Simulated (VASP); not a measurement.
Here is a VASP 6.6.1 calculation.

The input INCAR:

```
SYSTEM = Sr
  ALGO = Normal
  EDIFF = 1E-6
  ENCUT = 520
  GGA = PE
  ISIF = 2
  ISMEAR = -1
  LASPH = .True.
  LCHARG = .False.
  LREAL = .False.
  LWAVE = .False.
  NBANDS = 11
  NELM = 60
  PREC = Accurate
  SIGMA = 0.05
```

The input KPOINTS:

```
k-points
0
Gamma
  12 12 12
  0 0 0
```

File POSCAR:

```
Sr
1.0
   -2.3790106022      2.3790106022      2.3790106022
    2.3790106022     -2.3790106022      2.3790106022
    2.3790106022      2.3790106022     -2.3790106022
Sr
1
Direct
    0.0000000000      0.0000000000      0.0000000000
```

Potentials or basis: VASP PAW PBE potentials, release 64 (Sr_sv).

The run is started by

```sh
$ cat potpaw_PBE.64/Sr_sv/POTCAR > POTCAR
$ mpirun -np 1 vasp_std > vasp.out
```

Question: Predict the band gap on the k mesh.

Answer: Zero (bands 5 and 6 overlap by 0.51 eV).

Question: Predict the pressure.

Answer: 0.0 GPa.
